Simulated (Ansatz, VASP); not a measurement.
## CdPtC4N4: VASP beside Ansatz

```
CELL_PARAMETERS angstrom
7.59731 0.00000 0.00000
0.00000 7.59731 0.00000
0.00000 0.00000 5.22708
ATOMIC_POSITIONS crystal
Cd 0.50000 0.50000 0.00000
Pt 0.00000 0.00000 0.00000
C 0.18424 0.81576 0.00000
C 0.81576 0.18424 0.00000
C 0.18424 0.18424 0.00000
C 0.81576 0.81576 0.00000
N 0.29276 0.70724 0.00000
N 0.70724 0.29276 0.00000
N 0.29276 0.29276 0.00000
N 0.70724 0.70724 0.00000
```

Alike in both runs: functional PBE; k mesh 4 × 4 × 6; occupations gaussian, width 0.02 eV; no spin polarisation.

Ansatz relaxed the structure, and its values are those at the end. VASP's run is a single point on that final structure, the one shown.

|  | VASP | Ansatz |
| --- | --- | --- |
| version | VASP 6.6.1 | Ansatz 0.2.0 |
| potentials or method | VASP PAW PBE potentials, release 64 (Cd, Pt, C, N), cutoff 520 eV | scalar-relativistic, plane waves, PAW |
| valence electrons in the cell | 58 | 74 |

VASP gave:

```
gap on the k mesh at the Fermi level (eV) : 3.23
least direct gap on the mesh (eV)         : 3.27
pressure (GPa)                            : 0.3
rms of the force components (eV/Å)        : 0.194
```

**Question.** What did Ansatz give for the same quantities?

**Answer.** gap on the k mesh at the Fermi level (eV): 3.26; least direct gap on the mesh (eV): 3.31; pressure (GPa): 0.0; rms of the force components (eV/Å): 0.002.

One of these differences is far larger than is usual between the two programs; its cause wasn't traced. The functional is the same, so the differences come from potentials, cutoffs and numerics. VASP's potentials hold 58 valence electrons a cell and Ansatz's 74, so a difference there can come from the potentials and not from the codes. Ansatz's warnings: xc potential rough in thin density.

Neither program's run includes spin-orbit coupling. Noted on VASP's run: the standard files for N, O and F lose accuracy on very short bonds.
